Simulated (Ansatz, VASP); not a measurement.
Two plane-wave programs on B2Sb3Os

File INCAR:

```
PREC = Accurate
ENCUT = 520
EDIFF = 1E-7
ISMEAR = 0
SIGMA = 0.1
LREAL = False
LASPH = True
NELM = 80
ALGO = Normal
ISIF = 2
LWAVE = False
LCHARG = True
GGA = PE
LELF = True
LVHAR = True
NBANDS = 24
```

Contents of KPOINTS:

```
Automatic mesh
0
Gamma
  4 4 4
```

The input POSCAR:

```
B2Sb3Os
1.0
    4.7632302200      0.0000000000      0.0000000000
    0.0000000000      4.7632302200      0.0000000000
    0.0000000000      0.0000000000      5.9039659300
B Sb Os
2 3 1
Direct
    0.5000000000      0.5000000000      0.0000000000
    0.0000000000      0.0000000000      0.0000000000
    0.0000000000      0.5000000000      0.0000000000
    0.5000000000      0.0000000000      0.0000000000
    0.5000000000      0.5000000000      0.5000000000
    0.0000000000      0.0000000000      0.5000000000
```

Input for Ansatz:

```yaml
crystal:
  lattice:
    - [4.76323022, 0.0, 0.0]
    - [0.0, 4.76323022, 0.0]
    - [0.0, 0.0, 5.90396593]
  atoms:
    - { symbol: B, position: [0.5, 0.5, 0.0] }
    - { symbol: B, position: [0.0, 0.0, 0.0] }
    - { symbol: Sb, position: [0.0, 0.5, 0.0] }
    - { symbol: Sb, position: [0.5, 0.0, 0.0] }
    - { symbol: Sb, position: [0.5, 0.5, 0.5] }
    - { symbol: Os, position: [0.0, 0.0, 0.5] }
basis:
  ecutwfc: 420
kpoints:
  mp_grid: { grid: [4, 4, 4] }
hamiltonian:
  xc: pbe
scf:
  occupations: { method: gaussian, width: 0.1 }
  lower_state_search: "off"
output:
  forces: true
  stress: true
  eigenvalues: true
```

Alike in both runs: task single point; functional PBE; k mesh 4 × 4 × 4; occupations gaussian, width 0.1 eV; no spin polarisation.

|  | VASP | Ansatz |
| --- | --- | --- |
| version | VASP 6.6.1 | Ansatz 0.2.0 |
| potentials or method | VASP PAW PBE potentials, release 64 (B, Sb, Os), cutoff 520 eV | scalar-relativistic, plane waves, PAW |
| valence electrons in the cell | 29 | 67 |

|  | VASP | Ansatz | Ansatz less VASP |
| --- | --- | --- | --- |
| gap on the k mesh at the Fermi level (eV) | none | none | - |
| pressure (GPa) | -11.9 | -11.9 | -0.04 |
| traceless stress, the component that is largest in VASP (GPa) | -8.01 | -7.88 | +0.136 |

A gap of «none» marks a metal or a gap that the smearing closes. VASP's potentials hold 29 valence electrons a cell and Ansatz's 67, so a difference there can come from the potentials and not from the codes.

Spin-orbit coupling is off throughout.
